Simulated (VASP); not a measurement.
Input of a VASP 6.6.1 run:

INCAR

```
PREC = Accurate ; ENCUT = 520
EDIFF = 1E-6 ; ISMEAR = 0
SIGMA = 0.1 ; LREAL = False
LASPH = True ; NELM = 80
ALGO = Normal ; ISIF = 2
LWAVE = False ; LCHARG = False
GGA = PS ; NBANDS = 9
```

KPOINTS

```
Automatic mesh
0
Gamma
  6 6 4
```

File POSCAR:

```
Mg
1.0
    3.1720232863      0.0000000000      0.0000000000
   -1.5860116431      2.7470527473      0.0000000000
    0.0000000000      0.0000000000      5.1412049000
Mg
2
Direct
    0.3333333300      0.6666666700      0.2500000000
    0.6666666700      0.3333333300      0.7500000000
```

Potentials or basis: VASP PAW PBE potentials, release 64 (Mg).

Command:

```sh
$ cat potpaw_PBE.64/Mg/POTCAR > POTCAR
$ mpirun -np 1 vasp_std > vasp.out
```

Q: What does it give for the pressure?

A: 0.2 GPa.

Q: Predict the band gap on the k mesh.

A: Zero (band 2 reaches 3.03 eV, above the bottom of band 3 at 1.50 eV).

Stress tensor (GPa, compression positive):
```
0.09 0.00 0.00
0.00 0.09 0.00
0.00 0.00 0.44
```

Caveat: the k points lie up to 0.38 Å⁻¹ apart; the PAW data sets were made with another functional, which shifts forces and pressure a little.
